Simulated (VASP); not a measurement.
# Be3TeSe2 in VASP: further runs, part 2 of 2

VASP 6.6.1.

## Step 4: Relaxation of cell and atoms, PBE

This run uses another cell than the first one, of 17.91 Å³/atom, 0.938 times its volume.

File INCAR:

```
SYSTEM = Be3TeSe2
PREC     = Accurate       ! precision mode
ENCUT    = 600            ! plane-wave cutoff, eV
EDIFF    = 1E-6           ! SCF threshold, eV
ISMEAR   = 0              ! smearing method
SIGMA    = 0.15           ! smearing width, eV
LREAL    = .FALSE.        ! projectors in reciprocal space
LASPH    = .TRUE.         ! aspherical terms in the spheres
NELM     = 80             ! most SCF steps
ALGO     = Normal         ! electronic algorithm
ISIF     = 3              ! what is computed and relaxed
LWAVE    = .FALSE.        ! write WAVECAR
LCHARG   = .FALSE.        ! write CHGCAR
GGA      = PE             ! functional
IBRION   = 2              ! ionic algorithm
NSW      = 36             ! ionic steps
EDIFFG   = -0.08          ! ionic threshold
```

File KPOINTS:

```
regular mesh
0
G
  3 3 1
  0 0 0
```

File POSCAR:

```
Be3TeSe2
1.0
    3.7000000000      0.0000000000      0.0000000000
    0.0000000000      3.7000000000      0.0000000000
    0.0000000000      0.0000000000     15.7000000000
Be Te Se
6 2 4
Direct
    0.5000000000      0.5000000000      0.1666700000
    0.0000000000      0.0000000000      0.3333300000
    0.5000000000      0.5000000000      0.5000000000
    0.0000000000      0.0000000000      0.6666700000
    0.5000000000      0.5000000000      0.8333300000
    0.0000000000      0.0000000000      0.0000000000
    0.0000000000      0.5000000000      0.0833300000
    0.5000000000      0.0000000000      0.9166700000
    0.5000000000      0.0000000000      0.2500000000
    0.0000000000      0.5000000000      0.4166700000
    0.5000000000      0.0000000000      0.5833300000
    0.0000000000      0.5000000000      0.7500000000
```

Potentials or basis: VASP PAW PBE potentials, release 64 (Be, Te, Se).

Started as:

```bash
$ cat potpaw_PBE.64/Be/POTCAR potpaw_PBE.64/Te/POTCAR potpaw_PBE.64/Se/POTCAR > POTCAR
$ mpirun -np 1 vasp_std > vasp.out
```

OUTCAR:

```text
SYSTEM = Be3TeSe2
   PREC = Accurate
   ENCUT = 600
   EDIFF = 1E-6
   ISMEAR = 0
   LREAL = .FALSE.
   LASPH = .TRUE.
   NELM = 80
   ISIF = 3
   GGA = PE
   IBRION = 2
   NSW = 36
   EDIFFG = -0.08

 ion  position               nearest neighbor table
   1  0.500  0.500  0.167-   9 2.27   9 2.27   7 2.27   7 2.27
   2  0.000  0.000  0.333-   9 2.27   9 2.27  10 2.27  10 2.27
   3  0.500  0.500  0.500-  10 2.27  11 2.27  11 2.27  10 2.27
   4  0.000  0.000  0.667-  12 2.27  12 2.27  11 2.27  11 2.27
   5  0.500  0.500  0.833-  12 2.27  12 2.27   8 2.27   8 2.27
   6  0.000  0.000  0.000-   7 2.27   8 2.27   7 2.27   8 2.27
   7  0.000  0.500  0.083-   6 2.27   6 2.27   1 2.27   1 2.27
   8  0.500  0.000  0.917-   6 2.27   6 2.27   5 2.27   5 2.27
   9  0.500  0.000  0.250-   1 2.27   2 2.27   1 2.27   2 2.27
  10  0.000  0.500  0.417-   3 2.27   3 2.27   2 2.27   2 2.27
  11  0.500  0.000  0.583-   3 2.27   3 2.27   4 2.27   4 2.27
  12  0.000  0.500  0.750-   4 2.27   5 2.27   4 2.27   5 2.27

  LATTYP: Found a simple tetragonal cell.
 ALAT       =     3.7000000000
 C/A-ratio  =     4.2432432432

  Lattice vectors:

 A1 = (   3.7000000000,   0.0000000000,   0.0000000000)
 A2 = (   0.0000000000,   3.7000000000,   0.0000000000)
 A3 = (   0.0000000000,   0.0000000000,  15.7000000000)

Analysis of symmetry for initial positions (statically):
=====================================================================
 Subroutine PRICEL returns:
 Original cell was already a primitive cell.

 Routine SETGRP: Setting up the symmetry group for a
 simple tetragonal supercell.

[... 298 lines left out ...]
  free  energy   TOTEN  =       -49.4339292888 eV

  energy  without entropy=      -49.4339292888  energy(sigma->0) =      -49.43392929

 E-fermi :   4.5776     XC(G=0):  -9.1280

 val. band max:        3.8519746721   @ k =   0.0000   0.0000   0.0000
 cond. band min:       5.9407734771   @ k =   0.0000   0.0000   0.0000
 fundamental gap:      2.0887988050
 Fermi energy:         4.5775809316

 k-point     1 :       0.0000    0.0000    0.0000
  band No.  band energies     occupation
      1      -9.7532      2.00000
      2      -9.5239      2.00000
      3      -8.9691      2.00000
      4      -8.4065      2.00000
      5      -7.7550      2.00000
      6      -6.8958      2.00000
[... 91 lines left out ...]
     30       8.5327      0.00000
     31       8.6069      0.00000

[... ionic steps 4 to 8 ...]

--------------------------------------- Ionic step        9  -------------------------------------------

 number of electron      48.0000006 magnetization

------------------------ aborting loop because EDIFF is reached ----------------------------------------
[... 87 lines left out ...]
--------------------------------------- Ionic step       11  -------------------------------------------

 number of electron      48.0000004 magnetization

 Free energy of the ion-electron system (eV)
  ---------------------------------------------------
  ext. energy  EPLUGINS =         0.00000000
  ---------------------------------------------------
  free energy    TOTEN  =       -49.74604724 eV

  energy without entropy =      -49.74604724  energy(sigma->0) =      -49.74604724

 E-fermi :   4.7792     XC(G=0):  -9.1743

 val. band max:        4.0739704119   @ k =   0.0000   0.0000   0.0000
 cond. band min:       6.0144911751   @ k =   0.0000   0.0000   0.0000
 fundamental gap:      1.9405207632
 Fermi energy:         4.7791600126

 k-point     1 :       0.0000    0.0000    0.0000
  band No.  band energies     occupation
      1      -9.8102      2.00000
      2      -9.4611      2.00000
      3      -8.9598      2.00000
      4      -8.4090      2.00000
      5      -7.6387      2.00000
      6      -6.7685      2.00000
[... 130 lines left out ...]
  FREE ENERGIE OF THE ION-ELECTRON SYSTEM (eV)
  ---------------------------------------------------
  free  energy   TOTEN  =       -49.7460472408 eV

  energy  without entropy=      -49.7460472408  energy(sigma->0) =      -49.74604724

 reached required accuracy - stopping structural energy minimisation
```

OSZICAR:

```text
N       E                     dE             d eps       ncg     rms          rms(c)
DAV:   1     0.242781309476E+03    0.24278E+03   -0.20821E+04   186   0.146E+03
DAV:   2    -0.271851532412E+02   -0.26997E+03   -0.25824E+03   246   0.217E+02
DAV:   3    -0.494385794683E+02   -0.22253E+02   -0.22065E+02   236   0.747E+01
[... 110 lines left out ...]
DAV:   3    -0.497464679556E+02    0.12132E-02   -0.37874E-03   215   0.271E-01    0.151E-01
DAV:   4    -0.497461337887E+02    0.33417E-03   -0.68019E-04   228   0.107E-01    0.738E-02
DAV:   5    -0.497460568708E+02    0.76918E-04   -0.13575E-04   230   0.537E-02    0.337E-02
DAV:   6    -0.497460462887E+02    0.10582E-04   -0.29521E-05   268   0.295E-02    0.115E-02
DAV:   7    -0.497460472408E+02   -0.95211E-06   -0.85137E-06   214   0.125E-02
  11 F= -.49746047E+02 E0= -.49746047E+02  d E =-.854186E-02
```

Run time: 2.8 min. Hardware: 1 thread of AMD EPYC 9R45 (Zen 5), shared host; peak memory 0.32 GiB.

Results:

| Item | Value |
| --- | --- |
| Free energy | -49.7460 eV |
| Relaxed volume | 19.29 Å³/atom |
| Relaxed cell | a = 3.837 Å, b = 3.837 Å, c = 15.722 Å, α = 90.00°, β = 90.00°, γ = 90.00° |
| Space group after relaxing (to 0.05 Å) | P-4m2 (No. 115) |
| Energy gained by relaxing | 69.7 meV/atom |
| Ionic steps | 11 |
| Pressure after relaxing | -0.1 GPa |
| Largest force after relaxing | 0.072 eV/Å |
| Band gap on the k mesh | 1.94 eV, direct |

Forces in eV/Å, atoms in the order of the input:
```
Be   0.000  0.000 -0.072
Be   0.000  0.000  0.002
Be   0.000  0.000  0.000
Be   0.000  0.000 -0.002
Be   0.000  0.000  0.072
Be   0.000  0.000  0.000
Te   0.000  0.000  0.022
Te   0.000  0.000 -0.022
Se   0.000  0.000  0.006
Se   0.000  0.000  0.044
Se   0.000  0.000 -0.044
Se   0.000  0.000 -0.006
```

Stress tensor (GPa, compression positive):
```
-0.03  0.00  0.00
 0.00 -0.03  0.00
 0.00  0.00 -0.21
```

The path:
| step | energy change (eV) | largest force (eV/Å) | pressure (GPa) | volume (Å³) |
| --- | --- | --- | --- | --- |
| 1 | 0.0000 | 1.4960 | 6.66 | 214.93 |
| 2 | -0.5178 | 0.5648 | -1.56 | 238.93 |
| 3 | -0.5248 | 0.6523 | -0.82 | 236.15 |
| 4 | -0.6066 | 0.4782 | -0.54 | 234.68 |
| 5 | -0.7230 | 0.4188 | 0.42 | 230.23 |
| 6 | -0.7242 | 0.4246 | 0.54 | 229.70 |
| 7 | -0.7761 | 0.2998 | -0.19 | 232.03 |
| 8 | -0.7913 | 0.2877 | -0.82 | 234.17 |
| 9 | -0.8267 | 0.1844 | 0.13 | 230.76 |
| 10 | -0.8283 | 0.1784 | 0.39 | 229.88 |
| 11 | -0.8369 | 0.0724 | -0.09 | 231.46 |

Final structure:
```
Be Te Se
1.0
     3.83702    0.00000    0.00000
     0.00000    3.83702    0.00000
     0.00000    0.00000   15.72155
Be Te Se
6 2 4
Direct
  0.50000 0.50000 0.18595
  0.00000 0.00000 0.34266
  0.50000 0.50000 0.50000
  0.00000 0.00000 0.65734
  0.50000 0.50000 0.81405
  0.00000 0.00000 0.00000
  0.00000 0.50000 0.09248
  0.50000 0.00000 0.90752
  0.50000 0.00000 0.26412
  0.00000 0.50000 0.42101
  0.50000 0.00000 0.57899
  0.00000 0.50000 0.73587
```

Caveat: the k points lie up to 0.55 Å⁻¹ apart in the final cell; spin-orbit coupling is left out, which moves the levels of the heavy elements; the relaxation stopped at a loose force limit of 0.08 eV/Å, so its end isn't a converged minimum.

## Step 5: Single point, PBE

File INCAR:

```
SYSTEM = Be3TeSe2
PREC = Accurate ; ENCUT = 520
EDIFF = 1E-6 ; ISMEAR = 0
SIGMA = 0.1 ; LREAL = .False.
LASPH = .True. ; NELM = 100
ALGO = Normal ; ISIF = 2
LWAVE = .False. ; LCHARG = .False.
GGA = PE ; NBANDS = 36
```

File KPOINTS:

```
Automatic mesh
0
Gamma
  4 4 1
  0 0 0
```

File POSCAR:

```
Be3TeSe2
1.0
    3.8001448708      0.0001518042      0.0000125005
    0.0001463916      3.8000728477      0.0005438904
    0.0014259376     -0.0003591079     15.8857365845
Be Te Se
6 2 4
Direct
    0.4997769060      0.4998785853      0.1849651766
    0.9999639198     -0.0000097835      0.3424304009
    0.5001966634      0.5000468407      0.4999673257
    0.9999757660      0.0002939189      0.6575431042
    0.5000574652      0.4999156287      0.8150687359
   -0.0000206927      0.9999259793      1.0000276188
   -0.0001943949      0.4998772484      0.0920968872
    0.5000288569      0.9998936378      0.9079463218
    0.4999568055      0.9999434751      0.2635192755
    1.0001351194      0.5000244790      0.4211583208
    0.5000401756      1.0000326514      0.5787990868
    1.0000834096      0.5001773390      0.7364777458
```

Started as:

```bash
$ cat potpaw_PBE.64/Be/POTCAR potpaw_PBE.64/Te/POTCAR potpaw_PBE.64/Se/POTCAR > POTCAR
$ mpirun -np 1 vasp_std > vasp.out
```

Run time: 47 s. Hardware: 1 thread of AMD EPYC 9R45 (Zen 5), shared host; peak memory 0.29 GiB.

Results (log left out):

- Free energy: -50.1849 eV
- Pressure: 0.2 GPa
- Largest force: 0.008 eV/Å
- Band gap on the k mesh: 1.96 eV, direct

Forces in eV/Å, atoms in the order of the input:
```
Be   0.001  0.001  0.006
Be   0.001  0.001 -0.002
Be  -0.002  0.000  0.002
Be   0.001 -0.002  0.003
Be   0.000  0.001 -0.008
Be   0.000  0.000 -0.001
Te   0.001  0.001  0.000
Te  -0.001  0.000  0.000
Se   0.000 -0.001  0.001
Se  -0.001 -0.001  0.002
Se   0.000  0.001 -0.002
Se  -0.001 -0.001  0.000
```

Levels at points of the mesh, in eV from the valence-band top:
| k point | band 21 | band 22 | band 23 | band 24 | band 25 | band 26 | band 27 | band 28 |
| --- | --- | --- | --- | --- | --- | --- | --- | --- |
| (0.00, 0.00, 0.00) | -1.23 | -0.31 | 0.00 | 0.00 | 1.96 | 2.39 | 2.74 | 3.21 |
| (0.50, 0.00, 0.00) | -1.74 | -1.71 | -0.49 | -0.49 | 3.47 | 3.55 | 3.70 | 3.71 |
| (0.00, 0.50, 0.00) | -1.74 | -1.71 | -0.49 | -0.49 | 3.47 | 3.55 | 3.70 | 3.71 |
| (0.50, 0.50, 0.00) | -2.84 | -2.84 | -2.74 | -2.74 | 2.12 | 2.12 | 3.21 | 3.29 |

Caveat: spin-orbit coupling is left out, which moves the levels of the heavy elements. A k mesh can miss the band edges.

## Step 6: Summary

```csv
task,cell,k mesh,cutoff (eV),smearing,gap on the mesh (eV),pressure (GPa),largest force (eV/Å)
single point,"a = 3.822, b = 3.822, c = 15.687 Å, 12 atoms",3 × 3 × 1,520,gaussian 0.15 eV,1.95,0.6,0.08
single point,"a = 3.785, b = 3.785, c = 15.979 Å, 12 atoms",4 × 4 × 1,520,gaussian 0.1 eV,1.96,0.3,-
relaxation of cell and atoms,"relaxed from a = 3.700, b = 3.700, c = 15.700 Å, 12 atoms",3 × 3 × 1,600,gaussian 0.15 eV,1.94,-0.1,0.07
single point,"a = 3.800, b = 3.800, c = 15.886 Å, 12 atoms",4 × 4 × 1,520,gaussian 0.1 eV,1.96,0.2,0.01
```

Alike in all rows: level PBE; potentials or basis VASP PAW PBE potentials, release 64 (Be, Te, Se); no spin polarisation.

Caveats: some runs use coarse meshes; spin-orbit coupling is left out, which moves the levels of the heavy elements; the relaxation stopped at a loose force limit of 0.08 eV/Å, so its end isn't a converged minimum (some runs).

Absolute energies hang on the potentials; compare differences alone.
